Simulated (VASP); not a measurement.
Here is a VASP 6.6.1 calculation.

The input INCAR:

```
SYSTEM = RbCaBr3
PREC = Accurate
ENCUT = 520
EDIFF = 1E-6
ISMEAR = 0
SIGMA = 0.05
LREAL = .FALSE.
LASPH = .TRUE.
NELM = 80
ALGO = Normal
ISIF = 2
LWAVE = .FALSE.
LCHARG = .TRUE.
LELF = .TRUE.
LVHAR = .TRUE.
NBANDS = 28
```

Contents of KPOINTS:

```
regular mesh
0
G
  4 4 4
  0 0 0
```

Contents of POSCAR:

```
RbCaBr3
1.0
    5.6506396500      0.0000000000      0.0000000000
    0.0000000000      5.6506396500      0.0000000000
    0.0000000000      0.0000000000      5.9087907000
Rb Ca Br
1 1 3
Direct
    0.5000000000      0.5000000000      0.5000000000
    0.0000000000      0.0000000000      0.0000000000
    0.5000000000      0.0000000000      0.0000000000
    0.0000000000      0.5000000000      0.0000000000
    0.0000000000      0.0000000000      0.5000000000
```

Potentials or basis: VASP PAW LDA potentials, release 64 (Rb_sv, Ca_sv, Br).

The run is started by

```bash
$ cat potpaw_LDA.64/Rb_sv/POTCAR potpaw_LDA.64/Ca_sv/POTCAR potpaw_LDA.64/Br/POTCAR > POTCAR
$ mpirun -np 1 vasp_std > vasp.out
```

(1) What does it give for the pressure?

(2) Predict the band gap on the k mesh.

## Answers

(1) -2.3 GPa.

(2) 3.63 eV, indirect (least direct gap 3.97 eV).

Caveat: the cell differs from its parent crystal (strain -0.015 along x and y, +0.030 along z).
